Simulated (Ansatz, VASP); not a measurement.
**Be2Co in VASP and in Ansatz**

```xyz
3
Lattice="0.0000 1.9195 5.3325 1.3385 0.0000 5.3325 1.3385 1.9195 0.0000" Properties=species:S:1:pos:R:3 pbc="T T T"
Co    0.0000    0.0000    0.0000
Be    1.3385    1.9195    7.0810
Be    1.3385    1.9195    3.5841
```

Alike in both runs: task single point; functional PBE; k mesh 12 × 12 × 12; occupations fermi-dirac, width 0.05 eV; collinear spin.

|  | VASP | Ansatz |
| --- | --- | --- |
| version | VASP 6.6.1 | Ansatz 0.2.0 |
| potentials or method | VASP PAW PBE potentials, release 64 (Co, Be) | Ansatz PAW |
| plane-wave cutoff (eV) | 520 | 420 |
| valence electrons in the cell | 13 | 21 |

```csv
,VASP,Ansatz,Ansatz less VASP
gap on the k mesh at the Fermi level (eV),none,none,-
pressure (GPa),-0.5,-0.2,+0.31
"traceless stress, the component that is largest in VASP (GPa)",-2.59,-2.57,+0.023
rms of the force components (eV/Å),0.033,0.039,+0.0062
net moment per atom (μB),0.35,0.36,+0.007
size of the moment on the site where the two differ most (μB),1.07,1.09,+0.029
```

Site moments also hang on the region over which each program counts them. Atom by atom the forces differ by 0.006 eV/Å (rms over components). A gap of «none» marks a metal or a gap that the smearing closes. VASP's potentials hold 13 valence electrons a cell and Ansatz's 21, so a difference there can come from the potentials and not from the codes.
